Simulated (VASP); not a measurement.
# ScAl3: single point with PBEsol

The system is ScAl3.

```
Sc Al
1.0
     4.07127    0.00000    0.00000
     0.00000    4.07127    0.00000
     0.00000    0.00000    4.07127
Sc Al
1 3
Direct
  0.00000 0.00000 0.00000
  0.50000 0.50000 0.00000
  0.00000 0.50000 0.50000
  0.50000 0.00000 0.50000
```

| Item | Value |
| --- | --- |
| Program | VASP 6.6.1 |
| Task | single point |
| Functional | PBEsol |
| Potentials or basis | VASP PAW PBE potentials, release 64 (Sc_sv, Al) |
| Cutoff | 520 eV |
| k mesh | 7 × 7 × 7 |
| Occupations | fermi-dirac, width 0.05 eV |
| Spin | no spin polarisation |

```
Pressure               : 0.1 GPa
Band gap on the k mesh : zero (band 10 reaches 8.31 eV, above the bottom of band 11 at 4.63 eV)
```

Levels at points of the mesh, in eV from the Fermi level:
```
           k point  band 6  band 7  band 8  band 9  band 10  band 11  band 12  band 13  band 14  band 15
(0.00, 0.00, 0.00)   -2.54   -2.54   -1.71   -1.71    -1.71     1.33     1.39     1.39     1.39     4.98
```

Wall time 25 s on 1 thread of Intel Xeon 6975P-C, with other jobs on the host, peak memory 0.17 GiB.

Caveat: the PAW data sets were made with another functional, which shifts forces and pressure a little.
